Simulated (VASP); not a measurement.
# C (Fd-3m) in VASP: notebook

C is run at these levels: r2SCAN; tasks: single point.

Program: VASP 6.6.1. These are calculated values, not measurements. Logs are shortened: lines on timing, memory, paths and dates and some standing lists are left out, and cuts for length are marked.

**1. The cell of the first run**

Symmetry: Fd-3m, No. 227, cubic system. The conventional cell has a = 3.560 Å, b = 3.560 Å, c = 3.560 Å, α = 90.00°, β = 90.00°, γ = 90.00°. C (site symmetry -43m) has 4 C at 1.54 Å within 2.1 Å.

**2. Single point, r2SCAN**

Contents of POSCAR:

```
C
1.0
    0.0000000000      1.7801505364      1.7801505364
    1.7801505364      0.0000000000      1.7801505364
    1.7801505364      1.7801505364      0.0000000000
C
2
Direct
    0.0000000000      0.0000000000      0.0000000000
    0.2500000000      0.2500000000      0.2500000000
```

Contents of INCAR.step1:

```
SYSTEM = C
  ALGO = Normal
  EDIFF = 1E-5
  ENCUT = 660
  GGA = PE
  GGA_COMPAT = .False.
  ISMEAR = 0
  LASPH = .True.
  LCHARG = .False.
  LREAL = .False.
  LWAVE = .True.
  NBANDS = 11
  NELM = 120
  PREC = Accurate
  SIGMA = 0.02
```

Contents of INCAR.step2:

```
SYSTEM = C
  ALGO = Normal
  EDIFF = 1E-6
  ENCUT = 660
  GGA_COMPAT = .False.
  ISIF = 2
  ISMEAR = 0
  ISTART = 1
  LASPH = .True.
  LCHARG = .False.
  LMIXTAU = .True.
  LREAL = .False.
  LWAVE = .False.
  METAGGA = R2SCAN
  NBANDS = 11
  NELM = 120
  PREC = Accurate
  SIGMA = 0.02
```

Contents of KPOINTS:

```
k-points
0
Gamma
  12 12 12
  0 0 0
```

Potentials or basis: VASP PAW PBE potentials, release 64 (C).

Launch:

```bash
cat potpaw_PBE.64/C/POTCAR > POTCAR
cp INCAR.step1 INCAR
mpirun -np 1 vasp_std > vasp.out
cp INCAR.step2 INCAR
mpirun -np 1 vasp_std > vasp.out
```

OUTCAR:

```text
SYSTEM = C
   EDIFF = 1E-6
   ENCUT = 660
   ISIF = 2
   ISMEAR = 0
   ISTART = 1
   LASPH = .True.
   LREAL = .False.
   METAGGA = R2SCAN
   NELM = 120
   PREC = Accurate

 ion  position               nearest neighbor table
   1  0.000  0.000  0.000-   2 1.54   2 1.54   2 1.54   2 1.54
   2  0.250  0.250  0.250-   1 1.54   1 1.54   1 1.54   1 1.54

  LATTYP: Found a face centered cubic cell.
 ALAT       =     3.5603010728

  Lattice vectors:

 A1 = (   0.0000000000,   1.7801505364,   1.7801505364)
 A2 = (   1.7801505364,   0.0000000000,   1.7801505364)
 A3 = (   1.7801505364,   1.7801505364,   0.0000000000)

Analysis of symmetry for initial positions (statically):
=====================================================================
 Subroutine PRICEL returns:
 Original cell was already a primitive cell.

 Routine SETGRP: Setting up the symmetry group for a
 face centered cubic supercell.

 Subroutine GETGRP returns: Found 48 space group operations
 (whereof 24 operations were pure point group operations)
 out of a pool of 48 trial point group operations.

The static configuration has the point symmetry T_d .
 The point group associated with its full space group is O_h .

Analysis of symmetry for dynamics (positions and initial velocities):
=====================================================================
 Subroutine PRICEL returns:
 Original cell was already a primitive cell.

 Routine SETGRP: Setting up the symmetry group for a
 face centered cubic supercell.

 Subroutine GETGRP returns: Found 48 space group operations
 (whereof 24 operations were pure point group operations)
 out of a pool of 48 trial point group operations.

The dynamic configuration has the point symmetry T_d .
 The point group associated with its full space group is O_h .

 Subroutine INISYM returns: Found 48 space group operations
 (whereof 24 operations are pure point group operations),
 and found     1 'primitive' translations

----------------------------------------------------------------------------------------

                                     Primitive cell

  volume of cell :      11.2824

  direct lattice vectors                    reciprocal lattice vectors
     0.000000000  1.780150536  1.780150536    -0.280875123  0.280875123  0.280875123
     1.780150536  0.000000000  1.780150536     0.280875123 -0.280875123  0.280875123
     1.780150536  1.780150536  0.000000000     0.280875123  0.280875123 -0.280875123

  length of vectors
     2.517513032  2.517513032  2.517513032     0.486489983  0.486489983  0.486489983

  position of ions in fractional coordinates (direct lattice)
     0.000000000  0.000000000  0.000000000
     0.250000000  0.250000000  0.250000000

  ion indices of the primitive-cell ions
   primitive index   ion index
                 1           1
                 2           2

----------------------------------------------------------------------------------------

 KPOINTS: k-points

Automatic generation of k-mesh.
 Grid dimensions read from file:
 generate k-points for:   12   12   12

 Generating k-lattice:

  Cartesian coordinates                     Fractional coordinates (reciprocal lattice)
    -0.023406260  0.023406260  0.023406260     0.083333333  0.000000000  0.000000000
     0.023406260 -0.023406260  0.023406260     0.000000000  0.083333333  0.000000000
     0.023406260  0.023406260 -0.023406260     0.000000000  0.000000000  0.083333333

  Length of vectors
     0.040540832  0.040540832  0.040540832

  Shift w.r.t. Gamma in fractional coordinates (k-lattice)
     0.000000000  0.000000000  0.000000000

 Subroutine IBZKPT returns following result:
 ===========================================

 Found     72 irreducible k-points:

 Following reciprocal coordinates:
            Coordinates               Weight
  0.000000  0.000000  0.000000      1.000000
  0.083333  0.000000  0.000000      8.000000
  0.166667  0.000000  0.000000      8.000000
  0.250000  0.000000  0.000000      8.000000
  0.333333  0.000000  0.000000      8.000000
  0.416667  0.000000  0.000000      8.000000
[... 16 lines left out ...]
  0.500000  0.166667  0.000000     24.000000
 -0.416667  0.166667  0.000000     24.000000
 [... further k-points ...]
   k-points           NKPTS =     72   k-points in BZ     NKDIM =     72   number of bands    NBANDS=     11
   number of dos      NEDOS =    301   number of ions     NIONS =      2
   total plane-waves  NPLWV =  13824
   dimension x,y,z NGX =    24 NGY =   24 NGZ =   24
   dimension x,y,z NGXF=    48 NGYF=   48 NGZF=   48
   ions per type =               2
   NGX,Y,Z   is equivalent  to a cutoff of  15.85, 15.85, 15.85 a.u.
   NGXF,Y,Z  is equivalent  to a cutoff of  31.70, 31.70, 31.70 a.u.
 SYSTEM =  C
   PREC   = accura    normal or accurate (medium, high low for compatibility)
   ISTART =      1    job   : 0-new  1-cont  2-samecut
   ICHARG =      0    charge: 1-file 2-atom 10-const
   ISPIN  =      1    spin polarized calculation?
   LNONCOLLINEAR =      F non collinear calculations
   LSORBIT =      F    spin-orbit coupling
   LASPH  =      T    aspherical Exc in radial PAW
   ENCUT  =  660.0 eV  48.51 Ry    6.96 a.u.   5.27  5.27  5.27*2*pi/ulx,y,z
   NELM   =    120;   NELMIN=  2; NELMDL=  0     # of ELM steps
   EDIFF  = 0.1E-05   stopping-criterion for ELM
   LREAL  =      F    real-space projection
   EDIFFG = 0.1E-04   stopping-criterion for IOM
   NSW    =      0    number of steps for IOM
   IBRION =     -1    ionic relax: 0-MD 1-quasi-New 2-CG
   NFREE  =      0    steps in history (QN), initial steepest desc. (CG)
   ISIF   =      2    stress and relaxation
   ISYM   =      2    0-nonsym 1-usesym 2-fastsym
   POTIM  = 0.5000    time-step for ionic-motion
   TEBEG  =    0.0;   TEEND  =   0.0 temperature during run
   PSTRESS=    0.0 pullay stress
   NELECT =       8.0000    total number of electrons
   NUPDOWN=      -1.0000    fix difference up-down
   EMIN   =  10.00;   EMAX   =-10.00  energy-range for DOS
   EFERMI =   0.00;   METHOD = LEGACY
   ISMEAR =     0;   SIGMA  =   0.02  broadening in eV -4-tet -1-fermi 0-gaus
   EFERMI_NEDOS =   21; number of points for ismear=-14 and -15
   IALGO  =     38    algorithm
   IMIX   =      4    mixing-type and parameters
     AMIX     =   0.40;   BMIX     =  1.00
     AMIX_MAG =   1.60;   BMIX_MAG =  1.00
  volume/ion in A,a.u.               =       5.64        38.07
  Fermi-wavevector in a.u.,A,eV,Ry     =   1.459838  2.758694 28.995756  2.131128
  Thomas-Fermi vector in A             =   2.576358
   LORBIT       =      0    0 simple, 1 ext, 2 COOP (PROOUT), +10 PAW based schemes
   METAGGA = R2SCAN    functional components
   LHFCALC =     F    Hartree Fock is set to
   AEXX    =    0.0000 exact exchange contribution
   IVDW    =     0    specifies the selected vdW correction
   LEPSILON=     F    determine dielectric tensor
   LRPA    =     F    only Hartree local field effects (RPA)
 non-spin polarized calculation
 Gauss-broadening in eV      SIGMA  =   0.02
  energy-cutoff  :      660.00
  volume of cell :       11.28
 maximum number of plane-waves:       448
 NGX is ok and might be reduce to    24
   NGX = 11   NGY = 11   NGZ = 11

 number of electron       8.0000000 magnetization

 Free energy of the ion-electron system (eV)
  ---------------------------------------------------
  ext. energy  EPLUGINS =         0.00000000
  ---------------------------------------------------
  free energy    TOTEN  =       -19.66915712 eV

  energy without entropy =      -19.66915712  energy(sigma->0) =      -19.66915712

 E-fermi :   9.9601     XC(G=0): -14.2866

 val. band max:        9.7886933788   @ k =   0.0000   0.0000   0.0000
 cond. band min:      14.1453083123   @ k =   0.3333   0.3333   0.0000
 fundamental gap:      4.3566149335
 Fermi energy:         9.9601173951

 k-point     1 :       0.0000    0.0000    0.0000
  band No.  band energies     occupation
      1     -12.9800      2.00000
      2       9.7887      2.00000
      3       9.7887      2.00000
      4       9.7887      2.00000
      5      15.6396      0.00000
      6      15.6396      0.00000
      7      15.6396      0.00000
      8      23.7357      0.00000
      9      30.2619      0.00000
     10      37.2386      0.00000
     11      37.2386      0.00000

 k-point     2 :       0.0833    0.0000    0.0000
  band No.  band energies     occupation
      1     -12.7787      2.00000
      2       8.4663      2.00000
      3       9.4416      2.00000
      4       9.4416      2.00000
      5      16.0945      0.00000
      6      16.0945      0.00000
      7      16.4138      0.00000
      8      23.9355      0.00000
      9      30.6062      0.00000
     10      35.1795      0.00000
     11      35.1795      0.00000

 k-point     3 :       0.1667    0.0000    0.0000
  band No.  band energies     occupation
      1     -12.1768      2.00000
      2       5.7636      2.00000
      3       8.6910      2.00000
      4       8.6910      2.00000
      5      17.0797      0.00000
      6      17.0797      0.00000
      7      17.5638      0.00000
      8      24.5100      0.00000
      9      31.3247      0.00000
     10      33.5336      0.00000
     11      33.5336      0.00000

 k-point     4 :       0.2500    0.0000    0.0000
  band No.  band energies     occupation
      1     -11.1838      2.00000
      2       2.7570      2.00000
      3       7.9196      2.00000
      4       7.9196      2.00000
      5      17.9930      0.00000
      6      17.9930      0.00000
      7      18.3246      0.00000
      8      25.3082      0.00000
      9      31.7614      0.00000
     10      33.1282      0.00000
     11      33.1282      0.00000
[... 239 lines left out ...]
 k-point    22 :       0.4167    0.1667    0.0000
  band No.  band energies     occupation
      1      -8.6150      2.00000
      2      -0.6099      2.00000
      3       5.2182      2.00000
      4       5.4690      2.00000
      5      16.8081      0.00000
      6      21.4196      0.00000
      7      21.4914      0.00000
      8      23.2231      0.00000
      9      32.1747      0.00000
     10      33.5710      0.00000
     11      38.5084      0.00000

 k-point    23 :       0.5000    0.1667    0.0000
  band No.  band energies     occupation
      1      -6.9845      2.00000
      2      -2.9391      2.00000
      3       4.4601      2.00000
      4       5.5611      2.00000
      5      17.2546      0.00000
      6      21.1171      0.00000
      7      21.5989      0.00000
      8      24.9680      0.00000
      9      31.1734      0.00000
     10      35.0786      0.00000
     11      37.7145      0.00000

 k-point    24 :      -0.4167    0.1667    0.0000
  band No.  band energies     occupation
      1      -6.5556      2.00000
      2      -3.4593      2.00000
      3       3.9477      2.00000
      4       5.9617      2.00000
      5      17.7170      0.00000
      6      20.5880      0.00000
      7      21.5757      0.00000
      8      26.2401      0.00000
      9      30.4114      0.00000
     10      35.1216      0.00000
     11      35.8891      0.00000

 [... further k-points ...]
[... 5 lines left out ...]
  --------------------------------------------------------------------------------------
  -------------------------------------------------------------------------------------
  Total        0.0090788      0.0090788      0.0090788      0.0000000      0.0000000     -0.0000000
  in kB        1.2892539      1.2892539      1.2892539      0.0000000      0.0000000     -0.0000000
  external PRESSURE =       1.2892539 kB  Pullay stress =       0.0000000 kB

 VOLUME and BASIS-vectors are now :
 -----------------------------------------------------------------------------
  energy-cutoff  :      660.00
  volume of cell :       11.28
      direct lattice vectors                 reciprocal lattice vectors
     0.000000000  1.780150536  1.780150536    -0.280875123  0.280875123  0.280875123
     1.780150536  0.000000000  1.780150536     0.280875123 -0.280875123  0.280875123
     1.780150536  1.780150536  0.000000000     0.280875123  0.280875123 -0.280875123

 POSITION                                       TOTAL-FORCE (eV/Angst)
 -----------------------------------------------------------------------------------
      0.00000      0.00000      0.00000         0.000000      0.000000     -0.000000
      0.89008      0.89008      0.89008        -0.000000     -0.000000      0.000000
 -----------------------------------------------------------------------------------
    total drift:                               -0.000000      0.000000      0.000000

  FREE ENERGIE OF THE ION-ELECTRON SYSTEM (eV)
  ---------------------------------------------------
  free  energy   TOTEN  =       -19.6691571218 eV

  energy  without entropy=      -19.6691571218  energy(sigma->0) =      -19.66915712
```

Wall time 33 s (1 thread of Intel Xeon Platinum 8259CL at 2.50GHz (Skylake/Cascade Lake), shared host); peak memory 0.14 GiB.

Results:

* Free energy: -19.6692 eV
* Pressure: 0.1 GPa
* Band gap on the k mesh: 4.36 eV, indirect (least direct gap 5.85 eV)

Levels at points of the mesh, in eV from the valence-band top:
```tsv
k point	band 1	band 2	band 3	band 4	band 5	band 6	band 7	band 8	band 9
(0.00, 0.00, 0.00)	-22.77	0.00	0.00	0.00	5.85	5.85	5.85	13.95	20.47
(0.50, 0.00, 0.00)	-16.79	-14.11	-2.99	-2.99	8.90	8.90	9.20	16.75	23.29
(0.50, 0.50, 0.00)	-13.63	-13.63	-6.69	-6.69	5.01	5.01	17.96	17.96	24.72
```

Caveat: the PAW data sets were made with another functional, which shifts forces and pressure a little.

**3. Single point, r2SCAN**

POSCAR is that of step 2.

Contents of INCAR.step1:

```
  PREC = Accurate
  ENCUT = 660
  ISMEAR = 0
  SIGMA = 0.02
  LREAL = F
  LASPH = T
  NELM = 120
  NBANDS = 11
  GGA = PE
  ALGO = Normal
  EDIFF = 1E-5
  LWAVE = T
  LCHARG = F
  GGA_COMPAT = F
```

Contents of INCAR.step2:

```
  PREC = Accurate
  ENCUT = 660
  EDIFF = 1E-6
  ISMEAR = 0
  SIGMA = 0.02
  LREAL = F
  LASPH = T
  NELM = 120
  ALGO = Normal
  ISIF = 2
  LWAVE = F
  LCHARG = F
  METAGGA = R2SCAN
  LMIXTAU = T
  NBANDS = 11
  ISTART = 1
  GGA_COMPAT = F
```

Contents of KPOINTS:

```
regular mesh
0
Gamma
  12 12 12
```

Potentials or basis: VASP PAW PBE potentials, release 64 (C).

Launch:

```bash
cat potpaw_PBE.64/C/POTCAR > POTCAR
cp INCAR.step1 INCAR
mpirun -np 1 vasp_std > vasp.out
cp INCAR.step2 INCAR
mpirun -np 1 vasp_std > vasp.out
```

Run time: 33 s. Hardware: 1 thread of Intel Xeon Platinum 8259CL at 2.50GHz (Skylake/Cascade Lake), shared host; peak memory 0.14 GiB.

The run converged. Its results:

| Item | Value |
| --- | --- |
| Free energy | -19.6692 eV |
| Pressure | 0.1 GPa |
| Band gap on the k mesh | 4.36 eV, indirect (least direct gap 5.85 eV) |

Levels at points of the mesh, in eV from the valence-band top:
```
           k point  band 1  band 2  band 3  band 4  band 5  band 6  band 7  band 8
(0.00, 0.00, 0.00)  -22.77    0.00    0.00    0.00    5.85    5.85    5.85   13.95
(0.50, 0.00, 0.00)  -16.79  -14.11   -2.99   -2.99    8.90    8.90    9.20   16.75
(0.50, 0.50, 0.00)  -13.63  -13.63   -6.69   -6.69    5.01    5.01   17.96   17.96
```

Caveat: the PAW data sets were made with another functional, which shifts forces and pressure a little. r2SCAN opens gaps a little over a GGA but as a rule still falls short of measured ones.
